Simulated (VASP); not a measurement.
Input of a VASP 6.6.1 run:

INCAR

```
PREC = Accurate
ENCUT = 500
EDIFF = 1E-6
ISMEAR = 0
SIGMA = 0.02
LREAL = False
LASPH = True
NELM = 120
ALGO = Normal
ISIF = 2
LWAVE = False
LCHARG = False
GGA = PE
IVDW = 12
NBANDS = 20
GGA_COMPAT = False
```

File KPOINTS:

```
regular mesh
0
Gamma
  6 6 4
```

Contents of POSCAR:

```
CdI2
1.0
    4.1043085815      0.0000000000      0.0000000000
   -2.0521542908      3.5544354966      0.0000000000
    0.0000000000      0.0000000000      6.4198556524
Cd I
1 2
Direct
    0.0000000000      0.0000000000      0.0000000000
    0.3333333333      0.6666666667      0.2703840149
    0.6666666667      0.3333333333      0.7296159851
```

Potentials or basis: VASP PAW PBE potentials, release 64 (Cd, I).

Command:

```console
$ cat potpaw_PBE.64/Cd/POTCAR potpaw_PBE.64/I/POTCAR > POTCAR
$ mpirun -np 1 vasp_std > vasp.out
```

**Question.** Predict the dispersion energy per atom.

**Answer.** -0.382 eV.

**Question.** What does it give for the largest force?

**Answer.** 0.026 eV/Å.

**Question.** What does it give for the band gap on the k mesh?

**Answer.** 2.17 eV (least direct gap 2.65 eV).

**Question.** Estimate the pressure.

**Answer.** 3.7 GPa.

Forces on the atoms (eV/Å):
```
Cd   0.000  0.000  0.000
I    0.000  0.000  0.026
I    0.000  0.000 -0.026
```

Caveat: the cell stands under pressure; spin-orbit coupling is left out, which moves the levels of the heavy elements. A k mesh can miss the band edges.
